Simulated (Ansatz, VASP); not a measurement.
# Bi: VASP beside Ansatz

INCAR

```
PREC = Accurate
ENCUT = 520
EDIFF = 1E-7
ISMEAR = 0
SIGMA = 0.02
LREAL = F
LASPH = T
NELM = 100
ALGO = Normal
ISIF = 2
LWAVE = F
LCHARG = T
GGA = PE
LELF = T
LVHAR = T
NBANDS = 14
```

The input KPOINTS:

```
Automatic mesh
0
Gamma
  9 9 9
```

The input POSCAR:

```
Bi
1.0
   -1.9814305318      1.9814305318      1.9814305318
    1.9814305318     -1.9814305318      1.9814305318
    1.9814305318      1.9814305318     -1.9814305318
Bi
1
Direct
    0.0000000000      0.0000000000      0.0000000000
```

File input.yaml:

```yaml
crystal:
  lattice:
    - [-1.9814305318, 1.9814305318, 1.9814305318]
    - [1.9814305318, -1.9814305318, 1.9814305318]
    - [1.9814305318, 1.9814305318, -1.9814305318]
  atoms:
    - { symbol: Bi, position: [0.0, 0.0, 0.0] }
hamiltonian:
  xc: pbe
  pseudopotentials: { kind: paw }
kpoints:
  mp_grid: { grid: [9, 9, 9] }
scf:
  occupations: { method: gaussian, width: 0.02 }
output:
  forces: true
  stress: true
  eigenvalues: true
  write_density: true
  write_potential: true
  elf: true
  volumetric_format: npy
```

Alike in both runs: task single point; functional PBE; k mesh 9 × 9 × 9; occupations gaussian, width 0.02 eV; no spin polarisation.

```csv
,VASP,Ansatz
version,VASP 6.6.1,Ansatz 0.2.0
potentials or method,"VASP PAW PBE potentials, release 64 (Bi_d)",Ansatz PAW
plane-wave cutoff (eV),520,420
valence electrons in the cell,15,15
```

|  | VASP | Ansatz | Ansatz less VASP |
| --- | --- | --- | --- |
| gap on the k mesh at the Fermi level (eV) | none | none | - |
| pressure (GPa) | 0.8 | 0.8 | +0.06 |

A gap of «none» marks a metal or a gap that the smearing closes. The functional is the same, so the differences come from potentials, cutoffs and numerics.

Neither program's run includes spin-orbit coupling.
